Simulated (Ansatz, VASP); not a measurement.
Given: the input of a run of VASP 6.6.1 on RbMgSbO3.

INCAR

```
SYSTEM = RbMgSbO3
  PREC = Accurate
  ENCUT = 520
  EDIFF = 1E-6
  ISMEAR = -1
  SIGMA = 0.05
  LREAL = .False.
  LASPH = .True.
  NELM = 100
  ALGO = Normal
  ISIF = 2
  LWAVE = .False.
  LCHARG = .False.
  GGA = PE
  NBANDS = 26
```

File KPOINTS:

```
regular mesh
0
Gamma
  6 6 6
  0 0 0
```

POSCAR

```
RbMgSbO3
1.0
    3.1430084492      1.8146167742      3.7695942655
   -3.1430084492      1.8146167742      3.7695942655
    0.0000000000     -3.6292335484      3.7695942655
Sb Rb Mg O
1 1 1 3
Direct
    0.5701276200      0.5701276200      0.5701276200
    0.8952780900      0.8952780900      0.8952780900
    0.3185392300      0.3185392300      0.3185392300
    0.4946454750      0.9672602300      0.4946454750
    0.9672602300      0.4946454750      0.4946454750
    0.4946454750      0.4946454750      0.9672602300
```

Potentials or basis: VASP PAW PBE potentials, release 64 (Sb, Rb_sv, Mg, O).

The run is started by

```console
$ cat potpaw_PBE.64/Sb/POTCAR potpaw_PBE.64/Rb_sv/POTCAR potpaw_PBE.64/Mg/POTCAR potpaw_PBE.64/O/POTCAR > POTCAR
$ mpirun -np 1 vasp_std > vasp.out
```

**Question.** Translate it to Ansatz 0.2.0. Potentials there: Ansatz PAW.

**Answer.** As run (the cutoff follows the program's own potentials):

File input.yaml:

```yaml
crystal:
  lattice:
    - [3.1430084492, 1.8146167742, 3.7695942655]
    - [-3.1430084492, 1.8146167742, 3.7695942655]
    - [0.0, -3.6292335484, 3.7695942655]
  atoms:
    - { symbol: Sb, position: [0.57012762, 0.57012762, 0.57012762] }
    - { symbol: Rb, position: [0.89527809, 0.89527809, 0.89527809] }
    - { symbol: Mg, position: [0.31853923, 0.31853923, 0.31853923] }
    - { symbol: O, position: [0.494645475, 0.96726023, 0.494645475] }
    - { symbol: O, position: [0.96726023, 0.494645475, 0.494645475] }
    - { symbol: O, position: [0.494645475, 0.494645475, 0.96726023] }
hamiltonian:
  xc: pbe
  pseudopotentials: { kind: paw }
kpoints:
  mp_grid: { grid: [6, 6, 6] }
scf:
  occupations: { method: fermi_dirac, width: 0.05 }
output:
  forces: true
  stress: true
  eigenvalues: true
```

Potentials or basis: Ansatz PAW.

The run is started by

```sh
$ ansatz run input.yaml --threads 2 --pin off --max-ram 5120MiB --backend cpu --events-out ev --progress --plain --runs-dir out
```

Both were run:

|  | VASP | Ansatz | Ansatz less VASP |
| --- | --- | --- | --- |
| gap on the k mesh at the Fermi level (eV) | 2.81 | 2.82 | +0.013 |
| least direct gap on the mesh (eV) | 2.83 | 2.85 | +0.017 |
| pressure (GPa) | 0.9 | 0.8 | -0.09 |
| traceless stress, the component that is largest in VASP (GPa) | 1.46 | 1.47 | +0.014 |
| rms of the force components (eV/Å) | 0.017 | 0.041 | +0.0237 |

Atom by atom the forces differ by 0.049 eV/Å (rms over components). With one functional, cell and mesh, what is left measures potentials, basis and numerics. VASP's potentials hold 34 valence electrons a cell and Ansatz's 52, so a difference there can come from the potentials and not from the codes.

Spin-orbit coupling is off throughout.
